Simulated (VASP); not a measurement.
# Rh (Fd-3m) in VASP: a series of runs

Rh is run at these levels: PBEsol; tasks: single point, relaxation of cell and atoms.

All numbers are computed with VASP 6.6.1; they aren't measurements. Logs are shortened: lines on timing, memory, paths and dates and some standing lists are left out, and cuts for length are marked.

## Step 1: The cell of the first run

Symmetry: Fd-3m, No. 227, cubic system. Conventional cell: a = 5.433 Å, b = 5.433 Å, c = 5.433 Å, α = 90.00°, β = 90.00°, γ = 90.00°. Within 3.1 Å of Rh (site symmetry -43m) lie 4 Rh at 2.35 Å.

This isn't the form of Rh at room conditions, which is fcc.

## Step 2: Single point, PBEsol

Contents of INCAR:

```
PREC = Accurate ; ENCUT = 500
EDIFF = 1E-6 ; ISMEAR = 0
SIGMA = 0.1 ; LREAL = False
LASPH = True ; NELM = 120
ALGO = Normal ; ISIF = 2
LWAVE = False ; LCHARG = False
GGA = PS ; NBANDS = 22
GGA_COMPAT = False
```

Contents of KPOINTS:

```
regular mesh
0
Gamma
  18 18 18
```

Contents of POSCAR:

```
Rh
1.0
    0.0000000000      2.7162712721      2.7162712721
    2.7162712721      0.0000000000      2.7162712721
    2.7162712721      2.7162712721      0.0000000000
Rh
2
Direct
    0.0000000000      0.0000000000      0.0000000000
    0.2500000000      0.2500000000      0.2500000000
```

Potentials or basis: VASP PAW PBE potentials, release 64 (Rh_pv).

Launch:

```bash
cat potpaw_PBE.64/Rh_pv/POTCAR > POTCAR
mpirun -np 1 vasp_std > vasp.out
```

OUTCAR:

```text
PREC = Accurate
   ENCUT = 500
   EDIFF = 1E-6
   ISMEAR = 0
   LREAL = False
   LASPH = True
   NELM = 120
   ISIF = 2
   GGA = PS

 ion  position               nearest neighbor table
   1  0.000  0.000  0.000-   2 2.35   2 2.35   2 2.35   2 2.35
   2  0.250  0.250  0.250-   1 2.35   1 2.35   1 2.35   1 2.35

  LATTYP: Found a face centered cubic cell.
 ALAT       =     5.4325425442

  Lattice vectors:

 A1 = (   0.0000000000,   2.7162712721,   2.7162712721)
 A2 = (   2.7162712721,   0.0000000000,   2.7162712721)
 A3 = (   2.7162712721,   2.7162712721,   0.0000000000)

Analysis of symmetry for initial positions (statically):
=====================================================================
 Subroutine PRICEL returns:
 Original cell was already a primitive cell.

 Routine SETGRP: Setting up the symmetry group for a
 face centered cubic supercell.

 Subroutine GETGRP returns: Found 48 space group operations
 (whereof 24 operations were pure point group operations)
 out of a pool of 48 trial point group operations.

The static configuration has the point symmetry T_d .
 The point group associated with its full space group is O_h .

Analysis of symmetry for dynamics (positions and initial velocities):
=====================================================================
 Subroutine PRICEL returns:
 Original cell was already a primitive cell.

 Routine SETGRP: Setting up the symmetry group for a
 face centered cubic supercell.

 Subroutine GETGRP returns: Found 48 space group operations
 (whereof 24 operations were pure point group operations)
 out of a pool of 48 trial point group operations.

The dynamic configuration has the point symmetry T_d .
 The point group associated with its full space group is O_h .

 Subroutine INISYM returns: Found 48 space group operations
 (whereof 24 operations are pure point group operations),
 and found     1 'primitive' translations

----------------------------------------------------------------------------------------

                                     Primitive cell

  volume of cell :      40.0820

  direct lattice vectors                    reciprocal lattice vectors
     0.000000000  2.716271272  2.716271272    -0.184075871  0.184075871  0.184075871
     2.716271272  0.000000000  2.716271272     0.184075871 -0.184075871  0.184075871
     2.716271272  2.716271272  0.000000000     0.184075871  0.184075871 -0.184075871

  length of vectors
     3.841387672  3.841387672  3.841387672     0.318828761  0.318828761  0.318828761

  position of ions in fractional coordinates (direct lattice)
     0.000000000  0.000000000  0.000000000
     0.250000000  0.250000000  0.250000000

  ion indices of the primitive-cell ions
   primitive index   ion index
                 1           1
                 2           2

----------------------------------------------------------------------------------------

 KPOINTS: regular mesh

Automatic generation of k-mesh.
 Grid dimensions read from file:
 generate k-points for:   18   18   18

 Generating k-lattice:

  Cartesian coordinates                     Fractional coordinates (reciprocal lattice)
    -0.010226437  0.010226437  0.010226437     0.055555556  0.000000000  0.000000000
     0.010226437 -0.010226437  0.010226437     0.000000000  0.055555556  0.000000000
     0.010226437  0.010226437 -0.010226437     0.000000000  0.000000000  0.055555556

  Length of vectors
     0.017712709  0.017712709  0.017712709

  Shift w.r.t. Gamma in fractional coordinates (k-lattice)
     0.000000000  0.000000000  0.000000000

 Subroutine IBZKPT returns following result:
 ===========================================

 Found    195 irreducible k-points:

 Following reciprocal coordinates:
            Coordinates               Weight
  0.000000  0.000000  0.000000      1.000000
  0.055556  0.000000  0.000000      8.000000
  0.111111  0.000000  0.000000      8.000000
  0.166667  0.000000  0.000000      8.000000
  0.222222  0.000000  0.000000      8.000000
  0.277778  0.000000  0.000000      8.000000
[... 16 lines left out ...]
 -0.277778  0.055556  0.000000     24.000000
 -0.222222  0.055556  0.000000     24.000000
 [... further k-points ...]
   k-points           NKPTS =    195   k-points in BZ     NKDIM =    195   number of bands    NBANDS=     22
   number of dos      NEDOS =    301   number of ions     NIONS =      2
   total plane-waves  NPLWV =  21952
   dimension x,y,z NGX =    28 NGY =   28 NGZ =   28
   dimension x,y,z NGXF=    56 NGYF=   56 NGZF=   56
   ions per type =               2
   NGX,Y,Z   is equivalent  to a cutoff of  12.12, 12.12, 12.12 a.u.
   NGXF,Y,Z  is equivalent  to a cutoff of  24.24, 24.24, 24.24 a.u.
 SYSTEM =  unknown system
   PREC   = accura    normal or accurate (medium, high low for compatibility)
   ISTART =      0    job   : 0-new  1-cont  2-samecut
   ICHARG =      2    charge: 1-file 2-atom 10-const
   ISPIN  =      1    spin polarized calculation?
   LNONCOLLINEAR =      F non collinear calculations
   LSORBIT =      F    spin-orbit coupling
   LASPH  =      T    aspherical Exc in radial PAW
   ENCUT  =  500.0 eV  36.75 Ry    6.06 a.u.   7.00  7.00  7.00*2*pi/ulx,y,z
   NELM   =    120;   NELMIN=  2; NELMDL= -5     # of ELM steps
   EDIFF  = 0.1E-05   stopping-criterion for ELM
   LREAL  =      F    real-space projection
   EDIFFG = 0.1E-04   stopping-criterion for IOM
   NSW    =      0    number of steps for IOM
   IBRION =     -1    ionic relax: 0-MD 1-quasi-New 2-CG
   NFREE  =      0    steps in history (QN), initial steepest desc. (CG)
   ISIF   =      2    stress and relaxation
   ISYM   =      2    0-nonsym 1-usesym 2-fastsym
   POTIM  = 0.5000    time-step for ionic-motion
   TEBEG  =    0.0;   TEEND  =   0.0 temperature during run
   PSTRESS=    0.0 pullay stress
   NELECT =      30.0000    total number of electrons
   NUPDOWN=      -1.0000    fix difference up-down
   EMIN   =  10.00;   EMAX   =-10.00  energy-range for DOS
   EFERMI =   0.00;   METHOD = LEGACY
   ISMEAR =     0;   SIGMA  =   0.10  broadening in eV -4-tet -1-fermi 0-gaus
   EFERMI_NEDOS =   21; number of points for ismear=-14 and -15
   IALGO  =     38    algorithm
   IMIX   =      4    mixing-type and parameters
     AMIX     =   0.40;   BMIX     =  1.00
     AMIX_MAG =   1.60;   BMIX_MAG =  1.00
  volume/ion in A,a.u.               =      20.04       135.24
  Fermi-wavevector in a.u.,A,eV,Ry     =   1.486388  2.808866 30.060011  2.209348
  Thomas-Fermi vector in A             =   2.599680
   LORBIT       =      0    0 simple, 1 ext, 2 COOP (PROOUT), +10 PAW based schemes
   GGA     = PS    functional components
   LHFCALC =     F    Hartree Fock is set to
   AEXX    =    0.0000 exact exchange contribution
   IVDW    =     0    specifies the selected vdW correction
   LEPSILON=     F    determine dielectric tensor
   LRPA    =     F    only Hartree local field effects (RPA)
 non-spin polarized calculation
 Gauss-broadening in eV      SIGMA  =   0.10
  energy-cutoff  :      500.00
  volume of cell :       40.08
 maximum number of plane-waves:      1034
   NGX = 13   NGY = 13   NGZ = 13

 number of electron      29.9999984 magnetization

 Free energy of the ion-electron system (eV)
  ---------------------------------------------------
  ext. energy  EPLUGINS =         0.00000000
  ---------------------------------------------------
  free energy    TOTEN  =       -13.70567553 eV

  energy without entropy =      -13.69025865  energy(sigma->0) =      -13.69796709

 E-fermi :   6.7480     XC(G=0): -11.5694

 val. band max:        6.7422736932   @ k =   0.5000   0.2222   0.0000
 cond. band min:       6.7500557672   @ k =   0.5000   0.1667   0.0556
 fundamental gap:      0.0077820740
 Fermi energy:         6.7480059865

 k-point     1 :       0.0000    0.0000    0.0000
  band No.  band energies     occupation
      1     -40.4889      2.00000
      2     -40.4889      2.00000
      3     -40.4889      2.00000
      4     -39.7945      2.00000
      5     -39.7945      2.00000
      6     -39.7945      2.00000
[... 14 lines left out ...]
     21      19.6296      0.00000
     22      19.8110      0.00000

 k-point     2 :       0.0556    0.0000    0.0000
  band No.  band energies     occupation
      1     -40.4913      2.00000
      2     -40.4913      2.00000
      3     -40.4882      2.00000
      4     -39.7954      2.00000
      5     -39.7920      2.00000
      6     -39.7920      2.00000
[... 14 lines left out ...]
     21      19.3933      0.00000
     22      20.0681      0.00000

 k-point     3 :       0.1111    0.0000    0.0000
  band No.  band energies     occupation
      1     -40.4982      2.00000
      2     -40.4982      2.00000
      3     -40.4864      2.00000
      4     -39.7980      2.00000
      5     -39.7849      2.00000
      6     -39.7849      2.00000
[... 14 lines left out ...]
     21      18.9210      0.00000
     22      20.4730      0.00000

 k-point     4 :       0.1667    0.0000    0.0000
  band No.  band energies     occupation
      1     -40.5085      2.00000
      2     -40.5085      2.00000
      3     -40.4835      2.00000
      4     -39.8019      2.00000
      5     -39.7743      2.00000
      6     -39.7743      2.00000
[... 14 lines left out ...]
     21      18.3913      0.00000
     22      20.8301      0.00000

 k-point     5 :       0.2222    0.0000    0.0000
  band No.  band energies     occupation
      1     -40.5207      2.00000
      2     -40.5207      2.00000
      3     -40.4801      2.00000
      4     -39.8066      2.00000
      5     -39.7616      2.00000
      6     -39.7616      2.00000
[... 14 lines left out ...]
     21      17.8734      0.00000
     22      20.7732      0.00000

 k-point     6 :       0.2778    0.0000    0.0000
  band No.  band energies     occupation
      1     -40.5332      2.00000
      2     -40.5332      2.00000
      3     -40.4765      2.00000
      4     -39.8116      2.00000
      5     -39.7486      2.00000
      6     -39.7486      2.00000
[... 14 lines left out ...]
     21      17.5690      0.00000
     22      20.6903      0.00000

 k-point     7 :       0.3333    0.0000    0.0000
  band No.  band energies     occupation
      1     -40.5446      2.00000
      2     -40.5446      2.00000
      3     -40.4732      2.00000
      4     -39.8162      2.00000
      5     -39.7367      2.00000
      6     -39.7367      2.00000
[... 324 lines left out ...]
      6     -39.7090      2.00000
[... 14 lines left out ...]
     21      17.1091      0.00000
     22      20.6200      0.00000

 k-point    21 :      -0.3889    0.0556    0.0000
  band No.  band energies     occupation
      1     -40.5692      2.00000
      2     -40.5554      2.00000
      3     -40.4557      2.00000
      4     -39.8343      2.00000
      5     -39.7255      2.00000
      6     -39.7125      2.00000
[... 14 lines left out ...]
     21      17.1912      0.00000
     22      20.5089      0.00000

 k-point    22 :      -0.3333    0.0556    0.0000
  band No.  band energies     occupation
      1     -40.5619      2.00000
      2     -40.5460      2.00000
      3     -40.4594      2.00000
      4     -39.8298      2.00000
      5     -39.7353      2.00000
      6     -39.7200      2.00000
[... 14 lines left out ...]
     21      17.3376      0.00000
     22      20.4308      0.00000

 k-point    23 :      -0.2778    0.0556    0.0000
  band No.  band energies     occupation
      1     -40.5512      2.00000
      2     -40.5344      2.00000
      3     -40.4642      2.00000
      4     -39.8239      2.00000
      5     -39.7473      2.00000
      6     -39.7309      2.00000
[... 14 lines left out ...]
     21      17.7087      0.00000
     22      20.3946      0.00000

 k-point    24 :      -0.2222    0.0556    0.0000
  band No.  band energies     occupation
      1     -40.5383      2.00000
      2     -40.5218      2.00000
      3     -40.4696      2.00000
      4     -39.8174      2.00000
      5     -39.7604      2.00000
      6     -39.7440      2.00000
[... 14 lines left out ...]
     21      18.3389      0.00000
     22      20.4116      0.00000

 [... further k-points ...]

------------------------ aborting loop because EDIFF is reached ----------------------------------------

  FORCE on cell =-STRESS in cart. coord.  units (eV):
  Direction    XX          YY          ZZ          XY          YZ          ZX
  --------------------------------------------------------------------------------------
  -------------------------------------------------------------------------------------
  Total        0.0257833      0.0257833      0.0257833      0.0000000     -0.0000000     -0.0000000
  in kB        1.0306219      1.0306219      1.0306219      0.0000000     -0.0000000     -0.0000000
  external PRESSURE =       1.0306219 kB  Pullay stress =       0.0000000 kB

 VOLUME and BASIS-vectors are now :
 -----------------------------------------------------------------------------
  energy-cutoff  :      500.00
  volume of cell :       40.08
      direct lattice vectors                 reciprocal lattice vectors
     0.000000000  2.716271272  2.716271272    -0.184075871  0.184075871  0.184075871
     2.716271272  0.000000000  2.716271272     0.184075871 -0.184075871  0.184075871
     2.716271272  2.716271272  0.000000000     0.184075871  0.184075871 -0.184075871

 POSITION                                       TOTAL-FORCE (eV/Angst)
 -----------------------------------------------------------------------------------
      0.00000      0.00000      0.00000        -0.000000      0.000000     -0.000000
      1.35814      1.35814      1.35814         0.000000     -0.000000      0.000000
 -----------------------------------------------------------------------------------
    total drift:                                0.000000      0.000000      0.000000

  FREE ENERGIE OF THE ION-ELECTRON SYSTEM (eV)
  ---------------------------------------------------
  free  energy   TOTEN  =       -13.7056755332 eV

  energy  without entropy=      -13.6902586542  energy(sigma->0) =      -13.69796709
```

Run time: 72 s. Hardware: 1 thread of Intel Xeon Platinum 8488C (Sapphire Rapids), shared host; peak memory 0.24 GiB.

What came out:

```
Free energy            : -13.7057 eV
Pressure               : 0.1 GPa
Band gap on the k mesh : zero (bands 15 and 16 overlap by 1.27 eV)
```

Caveat: the PAW data sets were made with another functional, which shifts forces and pressure a little.

## Step 3: Relaxation of cell and atoms, PBEsol

This run uses another cell than the first one, of 19.96 Å³/atom.

Contents of INCAR:

```
SYSTEM = Rh
PREC     = Accurate       ! precision mode
ENCUT    = 500            ! plane-wave cutoff, eV
EDIFF    = 1E-7           ! SCF threshold, eV
ISMEAR   = 0              ! smearing method
SIGMA    = 0.1            ! smearing width, eV
LREAL    = .False.        ! projectors in reciprocal space
LASPH    = .True.         ! aspherical terms in the spheres
NELM     = 120            ! most SCF steps
ALGO     = Normal         ! electronic algorithm
ISIF     = 3              ! what is computed and relaxed
LWAVE    = .False.        ! write WAVECAR
LCHARG   = .False.        ! write CHGCAR
GGA      = PS             ! functional
IBRION   = 2              ! ionic algorithm
NSW      = 100            ! ionic steps
EDIFFG   = -0.01          ! ionic threshold
GGA_COMPAT= .False.      
NELMIN   = 4
```

Contents of KPOINTS:

```
Automatic mesh
0
Gamma
  18 18 18
  0 0 0
```

Contents of POSCAR:

```
Rh
1.0
    0.0000000000      2.7125513282      2.7125513282
    2.7125513282      0.0000000000      2.7125513282
    2.7125513282      2.7125513282      0.0000000000
Rh
2
Direct
    0.0000000000      0.0000000000      0.0000000000
    0.2500000000      0.2500000000      0.2500000000
```

Potentials or basis: VASP PAW PBE potentials, release 64 (Rh_pv).

Launch:

```bash
cat potpaw_PBE.64/Rh_pv/POTCAR > POTCAR
mpirun -np 1 vasp_std > vasp.out
```

Run time: 2.5 min. Hardware: 1 thread of Intel Xeon Platinum 8488C (Sapphire Rapids), shared host; peak memory 0.24 GiB.

It converged, with:

| Property | Result |
| --- | --- |
| Free energy | -13.7056 eV |
| Relaxed volume | 20.06 Å³/atom |
| Relaxed cell | a = 3.842 Å, b = 3.842 Å, c = 3.842 Å, α = 60.00°, β = 60.00°, γ = 60.00° |
| Space group after relaxing (to 0.1 Å) | Fd-3m (No. 227) |
| Energy gained by relaxing | 0.2 meV/atom |
| Ionic steps | 3 |
| Pressure after relaxing | 0.0 GPa |
| Band gap on the k mesh | zero (bands 15 and 16 overlap by 1.27 eV) |

Step by step:
```
step  energy change (eV)  largest force (eV/Å)  pressure (GPa)  volume (Å³)
   1              0.0000                0.0000            0.75        39.92
   2              0.0009                0.0000           -1.26        40.46
   3             -0.0005                0.0000            0.01        40.11
```

Final structure:
```
Rh
1.0
     0.00000    2.71700    2.71700
     2.71700    0.00000    2.71700
     2.71700    2.71700    0.00000
Rh
2
Direct
  0.00000 0.00000 0.00000
  0.25000 0.25000 0.25000
```

Levels at points of the mesh, in eV from the Fermi level:
```csv
k point,band 12,band 13,band 14,band 15,band 16,band 17,band 18,band 19
"(0.00, 0.00, 0.00)",-4.11,-1.52,-1.52,-1.52,0.42,0.42,12.58,12.88
"(0.50, 0.00, 0.00)",-3.87,-0.96,-0.96,-0.85,0.06,0.06,1.90,9.65
"(0.50, 0.50, 0.00)",-2.30,-2.23,-2.23,0.32,0.32,2.34,2.34,4.77
```

Caveat: the PAW data sets were made with another functional, which shifts forces and pressure a little.
